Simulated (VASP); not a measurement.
# SiNi3 (Pm-3m) in VASP: notebook

SiNi3 is run at these levels: PBE; tasks: single point.

All numbers are computed with VASP 6.6.1; they aren't measurements. Logs are shortened: lines on timing, memory, paths and dates and some standing lists are left out, and cuts for length are marked.

**1. The cell of the first run**

Symmetry: Pm-3m, No. 221, cubic system. The conventional cell has a = 3.542 Å, b = 3.542 Å, c = 3.542 Å, α = 90.00°, β = 90.00°, γ = 90.00°. Si (site symmetry m-3m) has 12 Ni at 2.50 Å within 3.3 Å. Within 3.3 Å of Ni (site symmetry 4/mmm) lie 4 Si at 2.50 Å and 8 Ni at 2.50 Å.

**2. Single point, PBE**

Contents of INCAR:

```
PREC = Accurate
ENCUT = 520
EDIFF = 1E-6
ISMEAR = -1
SIGMA = 0.05
LREAL = False
LASPH = True
NELM = 80
ALGO = Normal
ISIF = 2
LWAVE = False
LCHARG = False
GGA = PE
NBANDS = 25
```

Contents of KPOINTS:

```
Automatic mesh
0
Gamma
  7 7 7
```

Contents of POSCAR:

```
SiNi3
1.0
    3.5420000000      0.0000000000      0.0000000000
    0.0000000000      3.5420000000      0.0000000000
    0.0000000000      0.0000000000      3.5420000000
Si Ni
1 3
Direct
    0.0000000000      0.0000000000      0.0000000000
    0.0000000000      0.5000000000      0.5000000000
    0.5000000000      0.0000000000      0.5000000000
    0.5000000000      0.5000000000      0.0000000000
```

Potentials or basis: VASP PAW PBE potentials, release 64 (Si, Ni).

Run with:

```sh
$ cat potpaw_PBE.64/Si/POTCAR potpaw_PBE.64/Ni/POTCAR > POTCAR
$ mpirun -np 1 vasp_std > vasp.out
```

OUTCAR:

```text
PREC = Accurate
   ENCUT = 520
   EDIFF = 1E-6
   ISMEAR = -1
   LREAL = False
   LASPH = True
   NELM = 80
   ISIF = 2
   GGA = PE

 ion  position               nearest neighbor table
   1  0.000  0.000  0.000-   2 2.50   3 2.50   4 2.50   2 2.50   3 2.50   2 2.50   4 2.50   2 2.50
                             3 2.50   4 2.50   3 2.50   4 2.50
   2  0.000  0.500  0.500-   1 2.50   3 2.50   4 2.50   1 2.50   4 2.50   1 2.50   3 2.50   1 2.50
                             3 2.50   4 2.50   4 2.50   3 2.50
   3  0.500  0.000  0.500-   1 2.50   2 2.50   4 2.50   1 2.50   4 2.50   2 2.50   4 2.50   4 2.50
                             1 2.50   2 2.50   1 2.50   2 2.50
   4  0.500  0.500  0.000-   1 2.50   2 2.50   3 2.50   2 2.50   3 2.50   1 2.50   3 2.50   3 2.50
                             1 2.50   2 2.50   2 2.50   1 2.50

  LATTYP: Found a simple cubic cell.
 ALAT       =     3.5420000000

  Lattice vectors:

 A1 = (   3.5420000000,   0.0000000000,   0.0000000000)
 A2 = (   0.0000000000,   3.5420000000,   0.0000000000)
 A3 = (   0.0000000000,   0.0000000000,   3.5420000000)

Analysis of symmetry for initial positions (statically):
=====================================================================
 Subroutine PRICEL returns:
 Original cell was already a primitive cell.

 Routine SETGRP: Setting up the symmetry group for a
 simple cubic supercell.

 Subroutine GETGRP returns: Found 48 space group operations
 (whereof 48 operations were pure point group operations)
 out of a pool of 48 trial point group operations.

The static configuration has the point symmetry O_h .

Analysis of symmetry for dynamics (positions and initial velocities):
=====================================================================
 Subroutine PRICEL returns:
 Original cell was already a primitive cell.

 Routine SETGRP: Setting up the symmetry group for a
 simple cubic supercell.

 Subroutine GETGRP returns: Found 48 space group operations
 (whereof 48 operations were pure point group operations)
 out of a pool of 48 trial point group operations.

The dynamic configuration has the point symmetry O_h .

 Subroutine INISYM returns: Found 48 space group operations
 (whereof 48 operations are pure point group operations),
 and found     1 'primitive' translations

----------------------------------------------------------------------------------------

                                     Primitive cell

[... 88 lines left out ...]
   NELM   =     80;   NELMIN=  2; NELMDL= -5     # of ELM steps
   EDIFF  = 0.1E-05   stopping-criterion for ELM
   LREAL  =      F    real-space projection
   EDIFFG = 0.1E-04   stopping-criterion for IOM
   NSW    =      0    number of steps for IOM
   IBRION =     -1    ionic relax: 0-MD 1-quasi-New 2-CG
   NFREE  =      0    steps in history (QN), initial steepest desc. (CG)
   ISIF   =      2    stress and relaxation
   ISYM   =      2    0-nonsym 1-usesym 2-fastsym
   POTIM  = 0.5000    time-step for ionic-motion
   TEBEG  =    0.0;   TEEND  =   0.0 temperature during run
   PSTRESS=    0.0 pullay stress
   NELECT =      34.0000    total number of electrons
   NUPDOWN=      -1.0000    fix difference up-down
   EMIN   =  10.00;   EMAX   =-10.00  energy-range for DOS
   EFERMI =   0.00;   METHOD = LEGACY
   ISMEAR =    -1;   SIGMA  =   0.05  broadening in eV -4-tet -1-fermi 0-gaus
   EFERMI_NEDOS =   21; number of points for ismear=-14 and -15
   IALGO  =     38    algorithm
   IMIX   =      4    mixing-type and parameters
     AMIX     =   0.40;   BMIX     =  1.00
     AMIX_MAG =   1.60;   BMIX_MAG =  1.00
  volume/ion in A,a.u.               =      11.11        74.97
  Fermi-wavevector in a.u.,A,eV,Ry     =   1.497336  2.829555 30.504465  2.242015
  Thomas-Fermi vector in A             =   2.609237
   LORBIT       =      0    0 simple, 1 ext, 2 COOP (PROOUT), +10 PAW based schemes
   GGA     = PE    functional components
   LHFCALC =     F    Hartree Fock is set to
   AEXX    =    0.0000 exact exchange contribution
   IVDW    =     0    specifies the selected vdW correction
   LEPSILON=     F    determine dielectric tensor
   LRPA    =     F    only Hartree local field effects (RPA)
 non-spin polarized calculation
  energy-cutoff  :      520.00
  volume of cell :       44.44
 maximum number of plane-waves:      1217
 NGX is ok and might be reduce to    28
   NGX = 13   NGY = 13   NGZ = 13

 number of electron      33.9999988 magnetization

 Free energy of the ion-electron system (eV)
  ---------------------------------------------------
  ext. energy  EPLUGINS =         0.00000000
  ---------------------------------------------------
  free energy    TOTEN  =       -23.66698822 eV

  energy without entropy =      -23.65246435  energy(sigma->0) =      -23.65972628

 E-fermi :  10.2122     XC(G=0): -12.9308

 val. band max:       10.1209578802   @ k =   0.1429   0.1429   0.1429
 cond. band min:      10.2307437593   @ k =   0.0000   0.0000   0.0000
 fundamental gap:      0.1097858792
 Fermi energy:        10.2122220864

 k-point     1 :       0.0000    0.0000    0.0000
  band No.  band energies     occupation
      1      -1.4829      2.00000
      2       5.5255      2.00000
      3       6.3342      2.00000
      4       6.3342      2.00000
      5       6.8315      2.00000
      6       6.8315      2.00000
[... 549 lines left out ...]
     24      24.7007      0.00000
     25      24.7007      0.00000

------------------------ aborting loop because EDIFF is reached ----------------------------------------

  FORCE on cell =-STRESS in cart. coord.  units (eV):
  Direction    XX          YY          ZZ          XY          YZ          ZX
  --------------------------------------------------------------------------------------
  -------------------------------------------------------------------------------------
  Total       -1.6584520     -1.6584520     -1.6584520      0.0000000      0.0000000      0.0000000
  in kB      -59.7954061    -59.7954061    -59.7954061      0.0000000      0.0000000      0.0000000
  external PRESSURE =     -59.7954061 kB  Pullay stress =       0.0000000 kB

 VOLUME and BASIS-vectors are now :
 -----------------------------------------------------------------------------
  energy-cutoff  :      520.00
  volume of cell :       44.44
      direct lattice vectors                 reciprocal lattice vectors
     3.542000000  0.000000000  0.000000000     0.282326369  0.000000000  0.000000000
     0.000000000  3.542000000  0.000000000     0.000000000  0.282326369  0.000000000
     0.000000000  0.000000000  3.542000000     0.000000000  0.000000000  0.282326369

 POSITION                                       TOTAL-FORCE (eV/Angst)
 -----------------------------------------------------------------------------------
      0.00000      0.00000      0.00000         0.000000      0.000000      0.000000
      0.00000      1.77100      1.77100         0.000000      0.000000      0.000000
      1.77100      0.00000      1.77100         0.000000      0.000000      0.000000
      1.77100      1.77100      0.00000         0.000000      0.000000      0.000000
 -----------------------------------------------------------------------------------
    total drift:                                0.000000      0.000000      0.000000

  FREE ENERGIE OF THE ION-ELECTRON SYSTEM (eV)
  ---------------------------------------------------
  free  energy   TOTEN  =       -23.6669882177 eV

  energy  without entropy=      -23.6524643474  energy(sigma->0) =      -23.65972628
```

Run time: 30 s. Hardware: 1 thread of Intel Xeon Platinum 8488C (Sapphire Rapids), shared host; peak memory 0.16 GiB.

What came out:

```yaml
Free_energy: -23.6670 eV
Pressure: -6.0 GPa
Band_gap_on_the_k_mesh: zero (band 17 reaches 10.23 eV, above the bottom of band 18 at 10.06 eV)
```

Spin polarisation is off, so any magnetic state and its effect on volume and gap are missing.

(Continued in part 2 of 2.)
